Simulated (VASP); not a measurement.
Write the native input for VASP 6.6.1 that does the following.

* Task: single point
* Functional: PBE
* Potentials or basis: VASP PAW PBE potentials, release 64 (V_sv)
* Cutoff: 520 eV
* k mesh: 15 × 15 × 15
* Occupations: methfessel-paxton, width 0.1 eV
* Spin: no spin polarisation
* Dipole correction: no
* Further INCAR settings: ALGO = Normal; EDIFF = 1e-07; NBANDS = 12

The structure of V lies in POSCAR:

```
V
1.0
   -1.4991761207      1.4991761207      1.4991761207
    1.4991761207     -1.4991761207      1.4991761207
    1.4991761207      1.4991761207     -1.4991761207
V
1
Direct
    0.0000000000      0.0000000000      0.0000000000
```

One way to write it, as run:

INCAR

```
PREC = Accurate ; ENCUT = 520
EDIFF = 1E-7 ; ISMEAR = 1
SIGMA = 0.1 ; LREAL = False
LASPH = True ; NELM = 60
ALGO = Normal ; ISIF = 2
LWAVE = False ; LCHARG = True
GGA = PE ; LELF = True
LVHAR = True ; NBANDS = 12
```

KPOINTS

```
regular mesh
0
Gamma
  15 15 15
```

Potentials or basis: VASP PAW PBE potentials, release 64 (V_sv).

Run with:

```bash
$ cat potpaw_PBE.64/V_sv/POTCAR > POTCAR
$ mpirun -np 1 vasp_std > vasp.out
```

It gave:

```
Pressure : -0.4 GPa
```

It took 30 s on 1 thread of Intel Xeon 8259CL (shared host), peak memory 0.13 GiB.
